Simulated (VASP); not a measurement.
**NaCl: relaxation of cell and atoms with RPBE**

The system is NaCl.

```xyz
2
Lattice="0.0000 2.7941 2.7941 2.7941 0.0000 2.7941 2.7941 2.7941 0.0000" Properties=species:S:1:pos:R:3 pbc="T T T"
Cl    2.7941    2.7941    2.7941
Na    0.0000    0.0000    0.0000
```

| Quantity | Value |
| --- | --- |
| Program | VASP 6.6.1 |
| Task | relaxation of cell and atoms |
| Functional | RPBE |
| Potentials or basis | VASP PAW PBE potentials, release 64 (Cl, Na_pv) |
| Cutoff | 600 eV |
| k mesh | 8 × 8 × 8 |
| Occupations | fermi-dirac, width 0.05 eV |
| Spin | no spin polarisation |
| Dipole correction | no |
| Further INCAR settings | ALGO = Normal; EDIFF = 1e-06; IBRION = 2; EDIFFG = -0.01; NSW = 60; ISIF = 3 |

* Relaxed volume: 24.95 Å³/atom
* Relaxed cell: a = 4.133 Å, b = 4.133 Å, c = 4.133 Å, α = 60.00°, β = 60.00°, γ = 60.00°
* Space group after relaxing (to 0.05 Å): Fm-3m (No. 225)
* Energy gained by relaxing: 30.5 meV/atom
* Ionic steps: 4
* Pressure after relaxing: 0.0 GPa
* Band gap on the k mesh: 5.05 eV, direct

The path:
| step | energy change (eV) | largest force (eV/Å) | pressure (GPa) | volume (Å³) |
| --- | --- | --- | --- | --- |
| 1 | 0.0000 | 0.0000 | 3.56 | 43.63 |
| 2 | -0.0479 | 0.0000 | 1.46 | 46.76 |
| 3 | -0.0599 | 0.0000 | -0.38 | 50.82 |
| 4 | -0.0611 | 0.0000 | -0.04 | 49.91 |

Final structure:
```
Cl Na
1.0
     0.00000    2.92221    2.92221
     2.92221    0.00000    2.92221
     2.92221    2.92221    0.00000
Cl Na
1 1
Direct
  0.50000 0.50000 0.50000
  0.00000 0.00000 0.00000
```

Levels at points of the mesh, in eV from the valence-band top:
| k point | band 4 | band 5 | band 6 | band 7 | band 8 | band 9 | band 10 | band 11 |
| --- | --- | --- | --- | --- | --- | --- | --- | --- |
| (0.00, 0.00, 0.00) | -12.43 | 0.00 | 0.00 | 0.00 | 5.05 | 11.17 | 11.17 | 11.17 |
| (0.50, 0.00, 0.00) | -12.20 | -1.56 | -0.21 | -0.21 | 7.37 | 10.06 | 10.89 | 10.89 |
| (0.50, 0.50, 0.00) | -12.16 | -1.34 | -0.48 | -0.48 | 7.47 | 8.40 | 10.90 | 14.16 |

It took 24 s on 1 thread of Intel(R) Xeon(R) Platinum 8488C (Sapphire Rapids), on a shared host, peak memory 0.17 GiB.

Caveat: the PAW data sets were made with another functional, which shifts forces and pressure a little. A k mesh can miss the band edges.
